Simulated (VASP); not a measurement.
Write the native input for VASP 6.6.1 that does the following.

| Item | Value |
| --- | --- |
| Task | single point |
| Functional | r2SCAN |
| Potentials or basis | VASP PAW PBE potentials, release 64 (Pb_d, Te) |
| Cutoff | 550 eV |
| k mesh | 7 × 7 × 7 |
| Occupations | fermi-dirac, width 0.05 eV |
| Spin | no spin polarisation |
| Dipole correction | no |
| Further INCAR settings | ALGO = Normal; EDIFF = 1e-06; NBANDS = 17 |

Crystal: TePb.

```
Pb Te
1.0
     3.97543    0.00000    0.00000
     0.00000    3.97543    0.00000
     0.00000    0.00000    3.97543
Pb Te
1 1
Direct
  0.00000 0.00000 0.00000
  0.50000 0.50000 0.50000
```

The input as run:

POSCAR

```
TePb
1.0
    3.9754252041      0.0000000000      0.0000000000
    0.0000000000      3.9754252041      0.0000000000
    0.0000000000      0.0000000000      3.9754252041
Pb Te
1 1
Direct
    0.0000000000      0.0000000000      0.0000000000
    0.5000000000      0.5000000000      0.5000000000
```

INCAR.step1

```
ALGO     = Normal         # electronic algorithm
EDIFF    = 1E-5           # SCF threshold, eV
ENCUT    = 550            # plane-wave cutoff, eV
GGA      = PE             # functional
GGA_COMPAT= F            
ISMEAR   = -1             # smearing method
LASPH    = T              # aspherical terms in the spheres
LCHARG   = F              # write CHGCAR
LREAL    = F              # projectors in reciprocal space
LWAVE    = T              # write WAVECAR
NBANDS   = 17             # bands
NELM     = 120            # most SCF steps
PREC     = Accurate       # precision mode
SIGMA    = 0.05           # smearing width, eV
```

INCAR.step2

```
ALGO     = Normal         # electronic algorithm
EDIFF    = 1E-6           # SCF threshold, eV
ENCUT    = 550            # plane-wave cutoff, eV
GGA_COMPAT= F            
ISIF     = 2              # what is computed and relaxed
ISMEAR   = -1             # smearing method
ISTART   = 1            
LASPH    = T              # aspherical terms in the spheres
LCHARG   = F              # write CHGCAR
LMIXTAU  = T            
LREAL    = F              # projectors in reciprocal space
LWAVE    = F              # write WAVECAR
METAGGA  = R2SCAN         # meta-GGA
NBANDS   = 17             # bands
NELM     = 120            # most SCF steps
PREC     = Accurate       # precision mode
SIGMA    = 0.05           # smearing width, eV
```

KPOINTS

```
k-points
0
Gamma
  7 7 7
```

Potentials or basis: VASP PAW PBE potentials, release 64 (Pb_d, Te).

Command:

```sh
$ cat potpaw_PBE.64/Pb_d/POTCAR potpaw_PBE.64/Te/POTCAR > POTCAR
$ cp INCAR.step1 INCAR
$ mpirun -np 1 vasp_std > vasp.out
$ cp INCAR.step2 INCAR
$ mpirun -np 1 vasp_std > vasp.out
```

Results of the run:

```
Pressure               : 0.7 GPa
Band gap on the k mesh : zero (bands 10 and 11 overlap by 0.69 eV)
```

Caveat: semilocal functionals underestimate gaps, so a narrow gap can read as zero; the PAW data sets were made with another functional, which shifts forces and pressure a little; spin-orbit coupling is left out, which moves the levels of the heavy elements.

It took 38 s on 1 thread of Intel(R) Xeon(R) 6975P-C (Granite Rapids), on a shared host, peak memory 0.18 GiB.
